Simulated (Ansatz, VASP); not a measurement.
Pb in VASP and in Ansatz

The input INCAR:

```
SYSTEM = Pb
PREC = Accurate ; ENCUT = 500
EDIFF = 1E-6 ; ISMEAR = -1
SIGMA = 0.05 ; LREAL = .False.
LASPH = .True. ; NELM = 120
ALGO = Normal ; ISIF = 2
LWAVE = .False. ; LCHARG = .False.
GGA = PE ; NBANDS = 13
GGA_COMPAT = .False.
```

KPOINTS

```
Automatic mesh
0
Gamma
  12 12 12
  0 0 0
```

File POSCAR:

```
Pb
1.0
    0.0000000000      2.5102957221      2.5102957221
    2.5102957221      0.0000000000      2.5102957221
    2.5102957221      2.5102957221      0.0000000000
Pb
1
Direct
    0.0000000000      0.0000000000      0.0000000000
```

Input for Ansatz:

```yaml
crystal:
  lattice:
    - [0.0, 2.5102957221, 2.5102957221]
    - [2.5102957221, 0.0, 2.5102957221]
    - [2.5102957221, 2.5102957221, 0.0]
  atoms:
    - { symbol: Pb, position: [0.0, 0.0, 0.0] }
kpoints:
  mp_grid: { grid: [12, 12, 12] }
scf:
  occupations: { method: fermi_dirac, width: 0.05 }
hamiltonian:
  xc: pbe
  pseudopotentials: { kind: all_electron, lapw: { basis_error: 0.00025 } }
output:
  forces: true
  stress: true
  eigenvalues: true
```

Change from the starting cell: volume scaled by 1.05.

Alike in both runs: task single point; functional PBE; k mesh 12 × 12 × 12; occupations fermi-dirac, width 0.05 eV; no spin polarisation.

|  | VASP | Ansatz |
| --- | --- | --- |
| version | VASP 6.6.1 | Ansatz 0.2.0 |
| potentials or method | VASP PAW PBE potentials, release 64 (Pb_d), cutoff 500 eV | all-electron LAPW, scalar-relativistic |

|  | VASP | Ansatz | Ansatz less VASP |
| --- | --- | --- | --- |
| pressure (GPa) | 0.7 | 0.7 | +0.06 |

Ansatz ran all-electron here, and VASP with PAW potentials.

Neither program's run includes spin-orbit coupling.
